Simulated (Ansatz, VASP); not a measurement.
# Zn3Se2S: VASP beside Ansatz

```xyz
12
Lattice="3.9800 0.0000 0.0000 -1.9900 3.4468 0.0000 0.0000 0.0000 19.6089" Properties=species:S:1:pos:R:3 pbc="T T T"
Zn    0.0000    2.2979   19.5510
Zn    0.0000    2.2979    6.6670
Zn    0.0000    2.2979   13.1088
Zn    1.9900    1.1489    3.3044
Zn    1.9900    1.1489    9.7466
Zn    1.9900    1.1489   16.4714
Se    0.0000    2.2979    2.4318
Se    0.0000    2.2979   15.5897
Se    1.9900    1.1489    5.7852
Se    1.9900    1.1489   12.2362
S     0.0000    2.2979    9.0278
S     1.9900    1.1489   18.8322
```

Alike in both runs: functional PBE; k mesh 12 × 12 × 2; occupations gaussian, width 0.02 eV; no spin polarisation.

Ansatz relaxed the structure, and its values are those at the end. VASP's run is a single point on that final structure, the one shown.

|  | VASP | Ansatz |
| --- | --- | --- |
| version | VASP 6.6.1 | Ansatz 0.2.0 |
| potentials or method | VASP PAW PBE potentials, release 64 (Zn, Se, S), cutoff 520 eV | scalar-relativistic, plane waves, PAW |
| valence electrons in the cell | 108 | 148 |

```csv
,VASP,Ansatz,Ansatz less VASP
gap on the k mesh at the Fermi level (eV),1.30,1.30,+0.001
least direct gap on the mesh (eV),1.30,1.30,+0.001
pressure (GPa),0.2,0.0,-0.22
```

With one functional, cell and mesh, what is left measures potentials, basis and numerics. VASP's potentials hold 108 valence electrons a cell and Ansatz's 148, so a difference there can come from the potentials and not from the codes.
